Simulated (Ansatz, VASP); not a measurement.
## One calculation of H, two programs

The input POSCAR:

```
H
1.0
   -1.6915344700      1.6915344700      2.0584739900
    1.6915344700     -1.6915344700      2.0584739900
    1.6915344700      1.6915344700     -2.0584739900
H
2
Direct
    0.9098622900      0.9098622900      0.0000000000
    0.0901377100      0.0901377100      0.0000000000
```

The input INCAR.step1:

```
SYSTEM = H
PREC = Accurate ; ENCUT = 910
ISMEAR = 0 ; SIGMA = 0.02
LREAL = .FALSE. ; LASPH = .TRUE.
NELM = 120 ; GGA = PE
ALGO = Normal ; EDIFF = 1E-5
LWAVE = .TRUE. ; LCHARG = .FALSE.
GGA_COMPAT = .FALSE. ; IBRION = 2
ISIF = 3 ; EDIFFG = -0.005
NELMIN = 4 ; NSW = 100
```

INCAR.step2

```
SYSTEM = H
PREC = Accurate ; ENCUT = 910
EDIFF = 1E-7 ; ISMEAR = 0
SIGMA = 0.02 ; LREAL = .FALSE.
LASPH = .TRUE. ; NELM = 120
ALGO = Normal ; ISIF = 3
LWAVE = .FALSE. ; LCHARG = .FALSE.
METAGGA = R2SCAN ; LMIXTAU = .TRUE.
IBRION = 2 ; NSW = 100
EDIFFG = -0.005 ; ISTART = 1
GGA_COMPAT = .FALSE. ; NELMIN = 4
```

KPOINTS

```
Automatic mesh
0
G
  10 10 10
  0 0 0
```

Input for Ansatz:

```yaml
crystal:
  lattice:
    - [-1.69153447, 1.69153447, 2.05847399]
    - [1.69153447, -1.69153447, 2.05847399]
    - [1.69153447, 1.69153447, -2.05847399]
  atoms:
    - { symbol: H, position: [0.90986229, 0.90986229, 0.0] }
    - { symbol: H, position: [0.09013771, 0.09013771, 0.0] }
basis:
  ecutwfc: 500
kpoints:
  mp_grid: { grid: [10, 10, 10] }
hamiltonian:
  xc: r2scan
scf:
  occupations: { method: gaussian, width: 0.02 }
output:
  forces: true
  stress: true
  eigenvalues: true
relax:
  adjacent_minimum: "off"
  f_tol: 0.005
  max_steps: 80
  cell: { stress_tol: 0.05 }
```

Alike in both runs: task relaxation of cell and atoms; functional r2SCAN; k mesh 10 × 10 × 10; occupations gaussian, width 0.02 eV; no spin polarisation.

```csv
,VASP,Ansatz
version,VASP 6.6.1,Ansatz 0.2.0
potentials or method,"VASP PAW PBE potentials, release 64 (H_h), cutoff 910 eV","scalar-relativistic, plane waves, PAW"
valence electrons in the cell,2,2
```

```tsv
	VASP	Ansatz	Ansatz less VASP
gap on the k mesh at the Fermi level, each at its own relaxed structure (eV)	9.82	10.29	+0.475
relaxed volume (Å³/atom)	12.41	15.59	+3.180
relaxed length of the cell vector where the two differ most in proportion (Å)	3.220	3.484	+0.2635
```

VASP's potentials were made for PBE, not for r2SCAN. One of these differences is far larger than is usual between the two programs; its cause wasn't traced.
